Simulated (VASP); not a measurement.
# Fe (Fd-3m) in VASP: further runs, part 2 of 2

VASP 6.6.1.

### Step 4. Relaxation of cell and atoms, PBE, collinear spin, ferromagnetic start, target pressure 19 GPa, at which the enthalpy is minimised

This run uses another cell than the first one, of 12.66 Å³/atom.

INCAR

```
ALGO = Normal ; EDIFF = 1E-7
EDIFFG = -0.005 ; ENCUT = 600
GGA = PE ; IBRION = 2
ISIF = 3 ; ISMEAR = -1
ISPIN = 2 ; LASPH = True
LCHARG = False ; LMAXMIX = 4
LORBIT = 11 ; LREAL = False
LWAVE = False ; MAGMOM = 2.5 2.5
NELM = 150 ; NSW = 60
PREC = Accurate ; PSTRESS = 190.0
SIGMA = 0.05
```

KPOINTS

```
k-points
0
Gamma
  14 14 14
```

POSCAR

```
Fe
1.0
    0.0000000000      2.3304535645      2.3304535645
    2.3304535645      0.0000000000      2.3304535645
    2.3304535645      2.3304535645      0.0000000000
Fe
2
Direct
   -0.1250000000     -0.1250000000     -0.1250000000
    0.1250000000      0.1250000000      0.1250000000
```

On the command line:

```bash
$ cat potpaw_PBE.64/Fe/POTCAR > POTCAR
$ mpirun -np 1 vasp_std > vasp.out
```

Wall time 5.7 min (1 thread of Oxide Virtual Turin-like, shared host); peak memory 0.19 GiB.

The run converged. Its results:

```yaml
Free_energy: -13.8542 eV
Relaxed_volume: 12.95 Å³/atom
Relaxed_cell: a = 3.321 Å, b = 3.321 Å, c = 3.321 Å, α = 60.00°, β = 60.00°, γ = 60.00°
Space_group_after_relaxing_to_0.1_Å: Fd-3m (No. 227)
Energy_change_on_relaxing_the_run_minimises_the_enthalpy: -40.1 meV/atom
Ionic_steps: 3
Pressure_after_relaxing: 19.0 GPa
Band_gap_on_the_k_mesh: zero (filled and empty bands overlap)
Net_moment: 0.00 μB per cell
Valence_electrons_inside_the_program's_atomic_spheres: Fe 7.71
```

The path:
| step | energy change (eV) | largest force (eV/Å) | pressure (GPa) | volume (Å³) |
| --- | --- | --- | --- | --- |
| 1 | 0.0000 | 0.0000 | 24.51 | 25.31 |
| 2 | -0.1748 | 0.0000 | 10.64 | 26.94 |
| 3 | -0.0802 | 0.0000 | 18.95 | 25.91 |

Final structure:
```
Fe
1.0
     0.00000    2.34850    2.34850
     2.34850    0.00000    2.34850
     2.34850    2.34850    0.00000
Fe
2
Direct
  0.87500 0.87500 0.87500
  0.12500 0.12500 0.12500
```

Levels at points of the mesh, in eV from the Fermi level:
Spin up:
| k point | band 5 | band 6 | band 7 | band 8 | band 9 | band 10 | band 11 | band 12 |
| --- | --- | --- | --- | --- | --- | --- | --- | --- |
| (0.00, 0.00, 0.00) | -2.75 | -2.75 | -0.45 | -0.45 | -0.45 | 1.46 | 1.46 | 15.40 |
| (0.50, 0.00, 0.00) | -2.80 | -2.80 | -1.15 | 0.23 | 0.23 | 1.16 | 1.16 | 2.88 |
| (0.50, 0.50, 0.00) | -1.37 | -1.37 | -0.85 | -0.85 | 1.39 | 1.39 | 3.08 | 3.08 |
Spin down:
```tsv
k point	band 5	band 6	band 7	band 8	band 9	band 10	band 11	band 12
(0.00, 0.00, 0.00)	-2.75	-2.75	-0.45	-0.45	-0.45	1.46	1.46	15.40
(0.50, 0.00, 0.00)	-2.80	-2.80	-1.15	0.23	0.23	1.16	1.16	2.88
(0.50, 0.50, 0.00)	-1.37	-1.37	-0.85	-0.85	1.39	1.39	3.08	3.08
```

Caveat: the cell is relaxed towards a set pressure, so the run minimises the enthalpy, not the energy; the moments typed at the start vanished in this run.

### Step 5. Relaxation of cell and atoms, PBE, collinear spin, ferromagnetic start, target pressure 19 GPa, at which the enthalpy is minimised

INCAR

```
SYSTEM = Fe
ALGO = Normal ; EDIFF = 1E-6
EDIFFG = -0.005 ; ENCUT = 600
GGA = PE ; IBRION = 2
ISIF = 3 ; ISMEAR = -1
ISPIN = 2 ; LASPH = .True.
LCHARG = .False. ; LMAXMIX = 4
LORBIT = 11 ; LREAL = .False.
LWAVE = .False. ; MAGMOM = 2.5 2.5
NELM = 150 ; NSW = 32
PREC = Accurate ; PSTRESS = 190.0
SIGMA = 0.05
```

KPOINTS

```
k-points
0
Gamma
  14 14 14
  0 0 0
```

POSCAR

```
Fe
1.0
    0.0000000000      2.3581451311      2.3581451311
    2.3581451311      0.0000000000      2.3581451311
    2.3581451311      2.3581451311      0.0000000000
Fe
2
Direct
   -0.1250000000     -0.1250000000     -0.1250000000
    0.1250000000      0.1250000000      0.1250000000
```

Potentials or basis: VASP PAW PBE potentials, release 64 (Fe).

On the command line:

```bash
$ cat potpaw_PBE.64/Fe/POTCAR > POTCAR
$ mpirun -np 1 vasp_std > vasp.out
```

OUTCAR:

```text
SYSTEM = Fe
   EDIFF = 1E-6
   EDIFFG = -0.005
   ENCUT = 600
   GGA = PE
   IBRION = 2
   ISIF = 3
   ISMEAR = -1
   ISPIN = 2
   LASPH = .True.
   LORBIT = 11
   LREAL = .False.
   NELM = 150
   NSW = 32
   PREC = Accurate
   PSTRESS = 190.0

 ion  position               nearest neighbor table
   1  0.875  0.875  0.875-   2 2.04   2 2.04   2 2.04   2 2.04
   2  0.125  0.125  0.125-   1 2.04   1 2.04   1 2.04   1 2.04

  LATTYP: Found a face centered cubic cell.
 ALAT       =     4.7162902622

  Lattice vectors:

 A1 = (   0.0000000000,   2.3581451311,   2.3581451311)
 A2 = (   2.3581451311,   0.0000000000,   2.3581451311)
 A3 = (   2.3581451311,   2.3581451311,   0.0000000000)

Analysis of symmetry for initial positions (statically):
=====================================================================
 Subroutine PRICEL returns:
 Original cell was already a primitive cell.

 Routine SETGRP: Setting up the symmetry group for a
 face centered cubic supercell.

 Subroutine GETGRP returns: Found 48 space group operations
 (whereof 12 operations were pure point group operations)
 out of a pool of 48 trial point group operations.

The static configuration has the point symmetry D_3d.
 The point group associated with its full space group is O_h .

Analysis of symmetry for dynamics (positions and initial velocities):
=====================================================================
 Subroutine PRICEL returns:
 Original cell was already a primitive cell.

 Routine SETGRP: Setting up the symmetry group for a
 face centered cubic supercell.

[... 263 lines left out ...]
 cond. band min:       4.6019448495   @ k =  -0.2857   0.0714   0.0000
 fundamental gap:      0.0140654129
 Fermi energy:         4.5886322210

 spin component 1

 k-point     1 :       0.0000    0.0000    0.0000
  band No.  band energies     occupation
      1      -2.6045      1.00000
      2       1.3981      1.00000
      3       1.3981      1.00000
      4       1.8359      1.00000
      5       1.8359      1.00000
      6       1.8359      1.00000
      7       4.1419      0.99987
      8       4.1419      0.99987
      9       4.1419      0.99987
     10       6.0478      0.00000
     11       6.0478      0.00000
     12      19.9862      0.00000
     13      19.9862      0.00000
     14      19.9862      0.00000
[... 403 lines left out ...]
      4       1.9356      1.00000
      5       2.0241      1.00000
      6       2.6543      1.00000
      7       3.0515      1.00000
      8       4.3366      0.99357
      9       4.5541      0.66600
     10       5.6147      0.00000
     11       6.2182      0.00000
     12      12.6080      0.00000
     13      14.9456      0.00000
     14      16.8655      0.00000
     15      17.7316      0.00000

 [... further k-points ...]

 spin component 2

 k-point     1 :       0.0000    0.0000    0.0000
  band No.  band energies     occupation
      1      -2.6045      1.00000
      2       1.3981      1.00000
      3       1.3981      1.00000
      4       1.8359      1.00000
      5       1.8359      1.00000
      6       1.8359      1.00000
      7       4.1419      0.99987
      8       4.1419      0.99987
      9       4.1419      0.99987
     10       6.0478      0.00000
     11       6.0478      0.00000
     12      19.9862      0.00000
     13      19.9862      0.00000
     14      19.9862      0.00000
[... 448 lines left out ...]
  energy  without entropy=      -13.8369536731  energy(sigma->0) =      -13.84549613

  enthalpy is  TOTEN    =       -10.7824500026 eV   P V=        3.0715885807

 reached required accuracy - stopping structural energy minimisation

 total charge

# of ion       s       p       d       tot
------------------------------------------
    1        0.627   0.506   6.580   7.712
    2        0.627   0.506   6.580   7.712
--------------------------------------------------
tot          1.253   1.011  13.160  15.425

 magnetization (x)

# of ion       s       p       d       tot
------------------------------------------
    1       -0.000   0.000   0.000   0.000
    2       -0.000   0.000   0.000   0.000
--------------------------------------------------
tot         -0.000   0.000   0.000   0.000
```

It took 4.9 min on 1 thread of Oxide Virtual Turin-like, shared host; peak memory 0.19 GiB.

What came out:

```
Free energy                                                : -13.8540 eV
Relaxed volume                                             : 12.95 Å³/atom
Relaxed cell                                               : a = 3.321 Å, b = 3.321 Å, c = 3.321 Å, α = 60.00°, β = 60.00°, γ = 60.00°
Space group after relaxing (to 0.1 Å)                      : Fd-3m (No. 227)
Energy change on relaxing (the run minimises the enthalpy) : +17.8 meV/atom
Ionic steps                                                : 3
Pressure after relaxing                                    : 19.0 GPa
Band gap on the k mesh                                     : zero (filled and empty bands overlap)
Net moment                                                 : 0.00 μB per cell
Valence electrons inside the program's atomic spheres      : Fe 7.71
```

Step by step:
| step | energy change (eV) | largest force (eV/Å) | pressure (GPa) | volume (Å³) |
| --- | --- | --- | --- | --- |
| 1 | 0.0000 | 0.0000 | 16.15 | 26.23 |
| 2 | 0.1095 | 0.0000 | 24.13 | 25.35 |
| 3 | 0.0357 | 0.0000 | 19.00 | 25.90 |

Final structure:
```xyz
2
Lattice="0.0000 2.3484 2.3484 2.3484 0.0000 2.3484 2.3484 2.3484 0.0000" Properties=species:S:1:pos:R:3 pbc="T T T"
Fe    4.1096    4.1096    4.1096
Fe    0.5871    0.5871    0.5871
```

Caveat: the cell is relaxed towards a set pressure, so the run minimises the enthalpy, not the energy; the moments typed at the start vanished in this run.
